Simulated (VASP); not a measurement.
# Sm2B2Rh (P4/mmm) in VASP: relaxation of cell and atoms with PBE

Aim: the relaxation of cell and atoms of Sm2B2Rh with PBE.

Everything below comes from runs of VASP 6.6.1. Logs are shortened: lines on timing, memory, paths and dates and some standing lists are left out, and cuts for length are marked.

## (1) The cell of the first run

The structure is tetragonal, space group P4/mmm (No. 123). Conventional cell: a = 5.287 Å, b = 5.287 Å, c = 3.173 Å, α = 90.00°, β = 90.00°, γ = 90.00°. Within 3.8 Å of Sm (site symmetry mmm) lie 8 B at 2.76 to 3.56 Å and 4 Rh at 3.08 Å and 6 Sm at 3.17 to 3.74 Å. B (site symmetry 4mm) has 2 B at 1.59 Å within 2.1 Å. Rh (site symmetry 4/mmm) has 8 Sm at 3.08 Å and 2 Rh at 3.17 Å and 8 B at 3.82 Å within 4.1 Å.

The cell was generated, and may not be a known phase.

## (2) Relaxation of cell and atoms, PBE

File INCAR:

```
SYSTEM = Sm2B2Rh
ALGO = Normal ; EDIFF = 1E-7
EDIFFG = -0.01 ; ENCUT = 500
GGA = PE ; GGA_COMPAT = .False.
IBRION = 2 ; ISIF = 3
ISMEAR = 0 ; LASPH = .True.
LCHARG = .False. ; LMAXMIX = 6
LREAL = .False. ; LWAVE = .False.
NELM = 200 ; NELMIN = 4
NSW = 100 ; PREC = Accurate
SIGMA = 0.1
```

File KPOINTS:

```
k-points
0
Gamma
  8 8 12
  0 0 0
```

File POSCAR:

```
Sm2B2Rh
1.0
    5.2869127007      0.0000000000      0.0000000000
    0.0000000000      5.2869127007      0.0000000000
    0.0000000000      0.0000000000      3.1734133098
Sm B Rh
2 2 1
Direct
    0.0000000000      0.5000000000      0.5000000000
    0.5000000000      0.0000000000      0.5000000000
    0.5000000000      0.5000000000      0.2498839449
    0.5000000000      0.5000000000      0.7501160551
    0.0000000000      0.0000000000      0.0000000000
```

Potentials or basis: VASP PAW PBE potentials, release 64 (Sm_3, B, Rh_pv), 4f in core.

The run is started by

```sh
> cat potpaw_PBE.64/Sm_3/POTCAR potpaw_PBE.64/B/POTCAR potpaw_PBE.64/Rh_pv/POTCAR > POTCAR
> mpirun -np 1 vasp_std > vasp.out
```

OUTCAR:

```text
SYSTEM = Sm2B2Rh
   EDIFF = 1E-7
   EDIFFG = -0.01
   ENCUT = 500
   GGA = PE
   IBRION = 2
   ISIF = 3
   ISMEAR = 0
   LASPH = .True.
   LREAL = .False.
   NELM = 200
   NELMIN = 4
   NSW = 100
   PREC = Accurate

 ion  position               nearest neighbor table
   1  0.000  0.500  0.500-   3 2.76   4 2.76   3 2.76   4 2.76   5 3.08   5 3.08   5 3.08   5 3.08
                             2 3.74   2 3.74   2 3.74   2 3.74
   2  0.500  0.000  0.500-   3 2.76   4 2.76   3 2.76   4 2.76   5 3.08   5 3.08   5 3.08   5 3.08
                             1 3.74   1 3.74   1 3.74   1 3.74
   3  0.500  0.500  0.250-   4 1.59   4 1.59   2 2.76   1 2.76   2 2.76   1 2.76
   4  0.500  0.500  0.750-   3 1.59   3 1.59   1 2.76   2 2.76   2 2.76   1 2.76
   5  0.000  0.000  0.000-   1 3.08   2 3.08   1 3.08   2 3.08   1 3.08   1 3.08   2 3.08   2 3.08

  LATTYP: Found a simple tetragonal cell.
 ALAT       =     5.2869127007
 C/A-ratio  =     0.6002394005

  Lattice vectors:

 A1 = (   5.2869127007,   0.0000000000,   0.0000000000)
 A2 = (   0.0000000000,   5.2869127007,   0.0000000000)
 A3 = (   0.0000000000,   0.0000000000,   3.1734133098)

Analysis of symmetry for initial positions (statically):
=====================================================================
 Subroutine PRICEL returns:
 Original cell was already a primitive cell.

 Routine SETGRP: Setting up the symmetry group for a
 simple tetragonal supercell.

 Subroutine GETGRP returns: Found 16 space group operations
 (whereof 16 operations were pure point group operations)
 out of a pool of 16 trial point group operations.

The static configuration has the point symmetry D_4h.

Analysis of symmetry for dynamics (positions and initial velocities):
=====================================================================
 Subroutine PRICEL returns:
 Original cell was already a primitive cell.

 Routine SETGRP: Setting up the symmetry group for a
 simple tetragonal supercell.

 Subroutine GETGRP returns: Found 16 space group operations
 (whereof 16 operations were pure point group operations)
 out of a pool of 16 trial point group operations.

The dynamic configuration has the point symmetry D_4h.

 Subroutine INISYM returns: Found 16 space group operations
 (whereof 16 operations are pure point group operations),
 and found     1 'primitive' translations

----------------------------------------------------------------------------------------

                                     Primitive cell

  volume of cell :      88.7015

  direct lattice vectors                    reciprocal lattice vectors
     5.286912701  0.000000000  0.000000000     0.189146305  0.000000000  0.000000000
     0.000000000  5.286912701  0.000000000     0.000000000  0.189146305  0.000000000
     0.000000000  0.000000000  3.173413310     0.000000000  0.000000000  0.315118109

  length of vectors
     5.286912701  5.286912701  3.173413310     0.189146305  0.189146305  0.315118109

  position of ions in fractional coordinates (direct lattice)
     0.000000000  0.500000000  0.500000000
     0.500000000  0.000000000  0.500000000
     0.500000000  0.500000000  0.249883945
     0.500000000  0.500000000  0.750116055
     0.000000000  0.000000000  0.000000000

  ion indices of the primitive-cell ions
   primitive index   ion index
                 1           1
                 2           2
                 3           3
                 4           4
                 5           5

----------------------------------------------------------------------------------------

 KPOINTS: k-points

Automatic generation of k-mesh.
 Grid dimensions read from file:
 generate k-points for:    8    8   12

 Generating k-lattice:

  Cartesian coordinates                     Fractional coordinates (reciprocal lattice)
     0.023643288  0.000000000  0.000000000     0.125000000  0.000000000  0.000000000
     0.000000000  0.023643288  0.000000000     0.000000000  0.125000000  0.000000000
     0.000000000  0.000000000  0.026259842     0.000000000  0.000000000  0.083333333

  Length of vectors
     0.023643288  0.023643288  0.026259842

  Shift w.r.t. Gamma in fractional coordinates (k-lattice)
     0.000000000  0.000000000  0.000000000

 Subroutine IBZKPT returns following result:
 ===========================================

 Found    105 irreducible k-points:

 Following reciprocal coordinates:
            Coordinates               Weight
  0.000000  0.000000  0.000000      1.000000
  0.125000  0.000000  0.000000      4.000000
  0.250000  0.000000  0.000000      4.000000
  0.375000  0.000000  0.000000      4.000000
  0.500000  0.000000  0.000000      2.000000
  0.125000  0.125000  0.000000      4.000000
[... 16 lines left out ...]
  0.375000  0.125000  0.083333     16.000000
  0.500000  0.125000  0.083333      8.000000
 [... further k-points ...]
   k-points           NKPTS =    105   k-points in BZ     NKDIM =    105   number of bands    NBANDS=     25
   number of dos      NEDOS =    301   number of ions     NIONS =      5
   total plane-waves  NPLWV =  38400
   dimension x,y,z NGX =    40 NGY =   40 NGZ =   24
   dimension x,y,z NGXF=    80 NGYF=   80 NGZF=   48
   ions per type =               2   2   1
   NGX,Y,Z   is equivalent  to a cutoff of  12.58, 12.58, 12.57 a.u.
   NGXF,Y,Z  is equivalent  to a cutoff of  25.16, 25.16, 25.15 a.u.
 SYSTEM =  Sm2B2Rh
   PREC   = accura    normal or accurate (medium, high low for compatibility)
   ISTART =      0    job   : 0-new  1-cont  2-samecut
   ICHARG =      2    charge: 1-file 2-atom 10-const
   ISPIN  =      1    spin polarized calculation?
   LNONCOLLINEAR =      F non collinear calculations
   LSORBIT =      F    spin-orbit coupling
   LASPH  =      T    aspherical Exc in radial PAW
   ENCUT  =  500.0 eV  36.75 Ry    6.06 a.u.   9.64  9.64  5.79*2*pi/ulx,y,z
   NELM   =    200;   NELMIN=  4; NELMDL= -5     # of ELM steps
   EDIFF  = 0.1E-06   stopping-criterion for ELM
   LREAL  =      F    real-space projection
   EDIFFG = -.1E-01   stopping-criterion for IOM
   NSW    =    100    number of steps for IOM
   IBRION =      2    ionic relax: 0-MD 1-quasi-New 2-CG
   NFREE  =      1    steps in history (QN), initial steepest desc. (CG)
   ISIF   =      3    stress and relaxation
   ISYM   =      2    0-nonsym 1-usesym 2-fastsym
   POTIM  = 0.5000    time-step for ionic-motion
   TEBEG  =    0.0;   TEEND  =   0.0 temperature during run
   PSTRESS=    0.0 pullay stress
   NELECT =      43.0000    total number of electrons
   NUPDOWN=      -1.0000    fix difference up-down
   EMIN   =  10.00;   EMAX   =-10.00  energy-range for DOS
   EFERMI =   0.00;   METHOD = LEGACY
   ISMEAR =     0;   SIGMA  =   0.10  broadening in eV -4-tet -1-fermi 0-gaus
   EFERMI_NEDOS =   21; number of points for ismear=-14 and -15
   IALGO  =     38    algorithm
   IMIX   =      4    mixing-type and parameters
     AMIX     =   0.40;   BMIX     =  1.00
     AMIX_MAG =   1.60;   BMIX_MAG =  1.00
  volume/ion in A,a.u.               =      17.74       119.72
  Fermi-wavevector in a.u.,A,eV,Ry     =   1.286039  2.430261 22.502612  1.653895
  Thomas-Fermi vector in A             =   2.418137
   LORBIT       =      0    0 simple, 1 ext, 2 COOP (PROOUT), +10 PAW based schemes
   GGA     = PE    functional components
   LHFCALC =     F    Hartree Fock is set to
   AEXX    =    0.0000 exact exchange contribution
   IVDW    =     0    specifies the selected vdW correction
   LEPSILON=     F    determine dielectric tensor
   LRPA    =     F    only Hartree local field effects (RPA)
 conjugate gradient relaxation of ions
 non-spin polarized calculation
 Gauss-broadening in eV      SIGMA  =   0.10
  energy-cutoff  :      500.00
  volume of cell :       88.70
 maximum number of plane-waves:      2280
 NGX is ok and might be reduce to    40
   NGX = 19   NGY = 19   NGZ = 11

--------------------------------------- Ionic step        1  -------------------------------------------

 number of electron      42.9999989 magnetization

 Free energy of the ion-electron system (eV)
  ---------------------------------------------------
  ext. energy  EPLUGINS =         0.00000000
  ---------------------------------------------------
  free energy    TOTEN  =       -31.21114868 eV

  energy without entropy =      -31.19524934  energy(sigma->0) =      -31.20319901

------------------------ aborting loop because EDIFF is reached ----------------------------------------

  FORCE on cell =-STRESS in cart. coord.  units (eV):
  Direction    XX          YY          ZZ          XY          YZ          ZX
  --------------------------------------------------------------------------------------
  -------------------------------------------------------------------------------------
  Total        0.0289449      0.0289449      1.1720179      0.0000000      0.0000000      0.0000000
  in kB        0.5228196      0.5228196     21.1696612      0.0000000      0.0000000      0.0000000
  external PRESSURE =       7.4051001 kB  Pullay stress =       0.0000000 kB
[... 180 lines left out ...]
  energy  without entropy=      -31.1996728218  energy(sigma->0) =      -31.20753195

--------------------------------------- Ionic step        6  -------------------------------------------

 number of electron      42.9999990 magnetization

 Free energy of the ion-electron system (eV)
  ---------------------------------------------------
  ext. energy  EPLUGINS =         0.00000000
  ---------------------------------------------------
  free energy    TOTEN  =       -31.21541620 eV

  energy without entropy =      -31.19976983  energy(sigma->0) =      -31.20759301

 E-fermi :   5.1904     XC(G=0): -11.0573

 val. band max:        5.1840971343   @ k =   0.5000   0.3750   0.4167
 cond. band min:       5.1946425484   @ k =   0.3750   0.0000   0.5000
 fundamental gap:      0.0105454142
 Fermi energy:         5.1904272428

 k-point     1 :       0.0000    0.0000    0.0000
  band No.  band energies     occupation
      1     -40.4300      2.00000
      2     -40.4300      2.00000
      3     -40.4186      2.00000
      4     -35.8946      2.00000
      5     -35.8485      2.00000
      6     -15.5102      2.00000
[... 661 lines left out ...]
     24       5.6973      0.00000
     25       6.2422      0.00000

 [... further k-points ...]

------------------------ aborting loop because EDIFF is reached ----------------------------------------

  FORCE on cell =-STRESS in cart. coord.  units (eV):
  Direction    XX          YY          ZZ          XY          YZ          ZX
  --------------------------------------------------------------------------------------
  -------------------------------------------------------------------------------------
  Total        0.0088434      0.0088434      0.0031210      0.0000000      0.0000000     -0.0000000
  in kB        0.1588561      0.1588561      0.0560636      0.0000000      0.0000000     -0.0000000
  external PRESSURE =       0.1245919 kB  Pullay stress =       0.0000000 kB
[... 20 lines left out ...]
  FREE ENERGIE OF THE ION-ELECTRON SYSTEM (eV)
  ---------------------------------------------------
  free  energy   TOTEN  =       -31.2154161964 eV

  energy  without entropy=      -31.1997698279  energy(sigma->0) =      -31.20759301

 reached required accuracy - stopping structural energy minimisation
```

It took 6.8 min on 1 thread of Intel Xeon 6975P-C (Granite Rapids), shared host; peak memory 0.37 GiB.

What came out:

| Item | Value |
| --- | --- |
| Free energy | -31.2154 eV |
| Relaxed volume | 17.84 Å³/atom |
| Relaxed cell | a = 5.284 Å, b = 5.284 Å, c = 3.195 Å, α = 90.00°, β = 90.00°, γ = 90.00° |
| Space group after relaxing (to 0.1 Å) | P4/mmm (No. 123) |
| Energy gained by relaxing | 0.9 meV/atom |
| Ionic steps | 6 |
| Pressure after relaxing | 0.0 GPa |
| Band gap on the k mesh | zero (an odd number of electrons rules out a gap without spin polarisation) |

Step by step:
| step | energy change (eV) | largest force (eV/Å) | pressure (GPa) | volume (Å³) |
| --- | --- | --- | --- | --- |
| 1 | 0.0000 | 0.1471 | 0.74 | 88.70 |
| 2 | -0.0011 | 0.2707 | -0.66 | 89.75 |
| 3 | -0.0040 | 0.0895 | -0.03 | 89.26 |
| 4 | -0.0039 | 0.1351 | -0.14 | 89.29 |
| 5 | -0.0042 | 0.0082 | -0.07 | 89.28 |
| 6 | -0.0043 | 0.0014 | 0.01 | 89.19 |

Final structure:
```yaml
crystal:
  lattice:
    - [5.28358, 0.00000, 0.00000]
    - [0.00000, 5.28358, 0.00000]
    - [0.00000, 0.00000, 3.19499]
  atoms:
    - { symbol: Sm, position: [0.00000, 0.50000, 0.50000] }
    - { symbol: Sm, position: [0.50000, 0.00000, 0.50000] }
    - { symbol: B, position: [0.50000, 0.50000, 0.25066] }
    - { symbol: B, position: [0.50000, 0.50000, 0.74934] }
    - { symbol: Rh, position: [0.00000, 0.00000, 0.00000] }
```

Caveat: spin-orbit coupling is left out, which moves the levels of the heavy elements; the 4f electrons are frozen in the core, so they carry no moment and show no levels.
